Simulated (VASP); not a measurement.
Write the native input for VASP 6.6.1 that does the following.

```yaml
Task: relaxation of cell and atoms
Functional: PBE
Dispersion: D3(BJ)
Potentials_or_basis: VASP PAW PBE potentials, release 64 (Tl_d)
Cutoff: 600 eV
k_mesh: 15 × 15 × 8
Occupations: gaussian, width 0.1 eV
Spin: no spin polarisation
Dipole_correction: no
Further_INCAR_settings: ALGO = Fast; EDIFF = 1e-06; IBRION = 2; EDIFFG = -0.005; NSW = 100; ISIF = 3
```

The structure of Tl lies in POSCAR:

```
Tl
1.0
    3.4559983565      0.0000000000      0.0000000000
   -1.7279991783      2.9929823722      0.0000000000
    0.0000000000      0.0000000000      5.5250000000
Tl
2
Direct
    0.3333333333      0.6666666667      0.2500000000
    0.6666666667      0.3333333333      0.7500000000
```

One way to write it, as run:

INCAR

```
ALGO = Fast
EDIFF = 1E-6
EDIFFG = -0.005
ENCUT = 600
GGA = PE
IBRION = 2
ISIF = 3
ISMEAR = 0
IVDW = 12
LASPH = True
LCHARG = False
LREAL = False
LWAVE = False
NELM = 80
NSW = 100
PREC = Accurate
SIGMA = 0.1
```

KPOINTS

```
k-points
0
Gamma
  15 15 8
```

Potentials or basis: VASP PAW PBE potentials, release 64 (Tl_d).

The run is started by

```console
$ cat potpaw_PBE.64/Tl_d/POTCAR > POTCAR
$ mpirun -np 1 vasp_std > vasp.out
```

It gave:

```
Relaxed volume                        : 29.60 Å³/atom
Relaxed cell                          : a = 3.533 Å, b = 3.533 Å, c = 5.477 Å, α = 90.00°, β = 90.00°, γ = 120.00°
Space group after relaxing (to 0.1 Å) : P6_3/mmc (No. 194)
Energy gained by relaxing             : 4.2 meV/atom
Ionic steps                           : 13
Pressure after relaxing               : 0.0 GPa
Band gap on the k mesh                : zero (bands 13 and 14 overlap by 5.81 eV)
Dispersion energy per atom            : -0.331 eV
```

Caveat: spin-orbit coupling is left out, which moves the levels of the heavy elements.

It took 6.7 min on 1 thread of AMD EPYC 9R45 96-Core Processor (Zen 5), on a shared host, peak memory 0.27 GiB.
